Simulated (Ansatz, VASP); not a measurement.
**CoSi3 in VASP and in Ansatz**

```
Si Co
1.0
     3.97960    0.00000    0.00000
     0.00000    3.97960    0.00000
     0.00000    0.00000    3.97960
Si Co
3 1
Direct
  0.00000 0.50000 0.50000
  0.50000 0.00000 0.50000
  0.50000 0.50000 0.00000
  0.00000 0.00000 0.00000
```

Alike in both runs: task single point; functional PBEsol; k mesh 12 × 12 × 12; occupations gaussian, width 0.1 eV; collinear spin.

```csv
,VASP,Ansatz
version,VASP 6.6.1,Ansatz 0.2.0
potentials or method,"VASP PAW PBE potentials, release 64 (Si, Co), cutoff 520 eV","scalar-relativistic, plane waves, PAW"
valence electrons in the cell,21,29
```

Ansatz gave:

| Item | Value |
| --- | --- |
| gap on the k mesh at the Fermi level (eV) | none |
| pressure (GPa) | -19.8 |
| net moment per atom (μB) | 0.22 |
| size of the moment on the site where the two differ most (μB) | 0.95 |

Task: What did VASP give for the same quantities?

Result: gap on the k mesh at the Fermi level (eV): none; pressure (GPa): -19.7; net moment per atom (μB): 0.21; size of the moment on the site where the two differ most (μB): 0.90.

VASP's potentials were made for PBE, not for PBEsol. Site moments also hang on the region over which each program counts them. A gap of «none» marks a metal or a gap that the smearing closes. VASP's potentials hold 21 valence electrons a cell and Ansatz's 29, so a difference there can come from the potentials and not from the codes.
